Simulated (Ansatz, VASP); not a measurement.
**Two plane-wave programs on NaF**

```
Na F
1.0
    -0.04307    2.29717    2.29717
     2.29717   -0.04307    2.29717
     2.25410    2.25410    0.00000
Na F
1 1
Direct
  0.00000 0.00000 0.00000
  0.50000 0.50000 0.50000
```

Change from the starting cell: shear_xy strain -3.8%.

Alike in both runs: task single point; functional HSE06; k mesh 6 × 6 × 6; no spin polarisation.

|  | VASP | Ansatz |
| --- | --- | --- |
| version | VASP 6.6.1 | Ansatz 0.2.0 |
| potentials or method | VASP PAW PBE potentials, release 64 (Na_pv, F) | plane waves, PAW |
| plane-wave cutoff (eV) | 520 | 420 |
| occupations | gaussian, width 0.01 eV | fixed |
| valence electrons in the cell | 14 | 16 |

```tsv
	VASP	Ansatz	Ansatz less VASP
gap on the k mesh at the Fermi level (eV)	8.55	8.58	+0.032
pressure (GPa)	1.6	1.5	-0.14
traceless stress, the component that is largest in VASP (GPa)	1.08	1.09	+0.013
```

VASP's potentials hold 14 valence electrons a cell and Ansatz's 16, so a difference there can come from the potentials and not from the codes. Ansatz's warnings: stress exchange threshold loose, stress scf threshold loose.
